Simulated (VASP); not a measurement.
Set up this calculation in VASP 6.6.1, as the native input.

```yaml
Task: single point
Functional: BLYP
Potentials_or_basis: VASP PAW PBE potentials, release 64 (Al, N)
Cutoff: 520 eV
k_mesh: 11 × 11 × 11
Occupations: fermi-dirac, width 0.05 eV
Spin: no spin polarisation
Dipole_correction: no
Further_INCAR_settings: ALGO = Normal; EDIFF = 1e-06; NBANDS = 11
```

The structure of AlN lies in POSCAR:

```
AlN
1.0
    0.0000000000      2.0345180000      2.0345180000
    2.0345180000      0.0000000000      2.0345180000
    2.0345180000      2.0345180000      0.0000000000
Al N
1 1
Direct
    0.5000000000      0.5000000000      0.5000000000
    0.0000000000      0.0000000000      0.0000000000
```

The input as run:

INCAR

```
  PREC = Accurate
  ENCUT = 520
  EDIFF = 1E-6
  ISMEAR = -1
  SIGMA = 0.05
  LREAL = False
  LASPH = True
  NELM = 60
  ALGO = Normal
  ISIF = 2
  LWAVE = False
  LCHARG = False
  GGA = B5
  ALDAX = 1.0
  AGGAX = 1.0
  AGGAC = 1.0
  ALDAC = 0.0
  NBANDS = 11
```

KPOINTS

```
regular mesh
0
Gamma
  11 11 11
```

Potentials or basis: VASP PAW PBE potentials, release 64 (Al, N).

Command:

```console
$ cat potpaw_PBE.64/Al/POTCAR potpaw_PBE.64/N/POTCAR > POTCAR
$ mpirun -np 1 vasp_std > vasp.out
```

It gave:

* Pressure: 4.9 GPa
* Band gap on the k mesh: 4.65 eV, indirect (least direct gap 5.66 eV)

Caveat: the PAW data sets were made with another functional, which shifts forces and pressure a little.

It took 7.6 s on 1 thread of Intel(R) Xeon(R) 6975P-C (Granite Rapids) (shared host), peak memory 0.13 GiB.
